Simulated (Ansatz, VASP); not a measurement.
TiAl: VASP beside Ansatz

File INCAR:

```
PREC = Accurate
ENCUT = 500
EDIFF = 1E-6
ISMEAR = -1
SIGMA = 0.15
LREAL = False
LASPH = True
NELM = 120
ALGO = Normal
ISIF = 2
LWAVE = False
LCHARG = True
GGA = PS
LELF = True
LVHAR = True
NBANDS = 14
GGA_COMPAT = False
```

File KPOINTS:

```
regular mesh
0
Gamma
  7 7 7
```

Contents of POSCAR:

```
TiAl
1.0
    3.0951816377      0.0000000000      0.0000000000
    0.0000000000      3.0951816377      0.0000000000
    0.0000000000      0.0000000000      3.0951816377
Ti Al
1 1
Direct
    0.5000000000      0.5000000000      0.5000000000
    0.0000000000      0.0000000000      0.0000000000
```

Input for Ansatz:

```yaml
crystal:
  lattice:
    - [3.0951816377284445, -6.858580698143967e-17, -3.3441033077897114e-16]
    - [-3.7240619868420153e-17, 3.095181637728443, -2.8307002107729165e-16]
    - [-7.979297840742134e-17, -2.601165760135967e-16, 3.095181637728443]
  atoms:
    - { symbol: Ti, position: [0.5000000000000001, 0.5, 0.5000000000000001] }
    - { symbol: Al, position: [-4.968519400515168e-34, -3.7181460718133793e-34, -2.478764047875586e-34] }
kpoints:
  mp_grid:
    grid: [7, 7, 7]
hamiltonian:
  xc: pbesol
  pseudopotentials:
    kind: paw
scf:
  occupations:
    method: fermi_dirac
    width: 0.15
output:
  forces: true
  stress: true
```

Alike in both runs: task single point; functional PBEsol; k mesh 7 × 7 × 7; occupations fermi-dirac, width 0.15 eV; no spin polarisation.

```csv
,VASP,Ansatz
version,VASP 6.6.1,Ansatz 0.2.0
potentials or method,"VASP PAW PBE potentials, release 64 (Ti_sv, Al)","plane waves, PAW"
plane-wave cutoff (eV),500,420
valence electrons in the cell,15,15
```

|  | VASP | Ansatz | Ansatz less VASP |
| --- | --- | --- | --- |
| pressure (GPa) | 8.3 | 8.3 | -0.02 |

VASP's potentials were made for PBE, not for PBEsol.
